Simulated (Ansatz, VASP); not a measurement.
## BaTiO3 in VASP and in Ansatz

```
Ba Ti O
1.0
     3.99980    0.00000    0.00000
     0.00000    3.99980    0.00000
     0.00000    0.00000    4.01800
Ba Ti O
1 1 3
Cartesian
  0.0000 0.0000 0.0000
  1.9999 1.9999 1.9688
  1.9999 1.9999 0.0763
  1.9999 0.0000 2.0773
  0.0000 1.9999 2.0773
```

Alike in both runs: task single point; functional PBE; k mesh 6 × 6 × 6; no spin polarisation; Hubbard terms Ti d U = 4.5 eV.

|  | VASP | Ansatz |
| --- | --- | --- |
| version | VASP 6.6.1 | Ansatz 0.2.0 |
| potentials or method | VASP PAW PBE potentials, release 64 (Ba_sv, Ti_sv, O) | plane waves, PAW |
| plane-wave cutoff (eV) | 520 | 420 |
| occupations | gaussian, width 0.01 eV | fixed |
| valence electrons in the cell | 40 | 40 |

Ansatz gave:

```
gap on the k mesh at the Fermi level (eV) : 2.37
```

**Question.** What did VASP give for the same quantities?

**Answer.** gap on the k mesh at the Fermi level (eV): 2.31.

The programs project onto different local orbitals, so the same U acts differently, and such runs can settle in different states.

Neither program's run includes spin-orbit coupling.
